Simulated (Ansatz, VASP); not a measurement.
AlCu in VASP and in Ansatz

The input INCAR:

```
SYSTEM = AlCu
PREC = Accurate ; ENCUT = 520
EDIFF = 1E-7 ; ISMEAR = 0
SIGMA = 0.15 ; LREAL = .FALSE.
LASPH = .TRUE. ; NELM = 100
ALGO = Fast ; ISIF = 2
LWAVE = .FALSE. ; LCHARG = .TRUE.
GGA = PS ; LELF = .TRUE.
LVHAR = .TRUE. ; NBANDS = 14
```

File KPOINTS:

```
Automatic mesh
0
G
  16 16 16
  0 0 0
```

Contents of POSCAR:

```
AlCu
1.0
    2.9975090000      0.0187344312      0.0000000000
    0.0187344312      2.9975090000      0.0000000000
    0.0000000000      0.0000000000      2.9975090000
Al Cu
1 1
Direct
    0.0000000000      0.0000000000      0.0000000000
    0.5000000000      0.5000000000      0.5000000000
```

Input for Ansatz:

```yaml
crystal:
  lattice:
    - [2.997509, 0.0187344312, 0.0]
    - [0.0187344312, 2.997509, 0.0]
    - [0.0, 0.0, 2.997509]
  atoms:
    - { symbol: Al, position: [0.0, 0.0, 0.0] }
    - { symbol: Cu, position: [0.5, 0.5, 0.5] }
basis:
  ecutwfc: 420
kpoints:
  mp_grid: { grid: [16, 16, 16] }
hamiltonian:
  xc: pbesol
scf:
  occupations: { method: gaussian, width: 0.15 }
output:
  forces: true
  stress: true
  eigenvalues: true
  write_density: true
  write_potential: true
  elf: true
  volumetric_format: npy
```

Change from the starting cell: strain +0.0125 x Voigt [0, 0, 0, 0, 0, 1], atoms carried along.

Alike in both runs: task single point; functional PBEsol; k mesh 16 × 16 × 16; occupations gaussian, width 0.15 eV; no spin polarisation.

|  | VASP | Ansatz |
| --- | --- | --- |
| version | VASP 6.6.1 | Ansatz 0.2.0 |
| potentials or method | VASP PAW PBE potentials, release 64 (Al, Cu), cutoff 520 eV | scalar-relativistic, plane waves, PAW |
| valence electrons in the cell | 14 | 22 |

|  | VASP | Ansatz | Ansatz less VASP |
| --- | --- | --- | --- |
| gap on the k mesh at the Fermi level (eV) | none | none | - |
| pressure (GPa) | -4.4 | -4.8 | -0.43 |
| traceless stress, the component that is largest in VASP (GPa) | -0.36 | -0.36 | -0.002 |

VASP's potentials were made for PBE, not for PBEsol. A gap of «none» marks a metal or a gap that the smearing closes. VASP's potentials hold 14 valence electrons a cell and Ansatz's 22, so a difference there can come from the potentials and not from the codes.
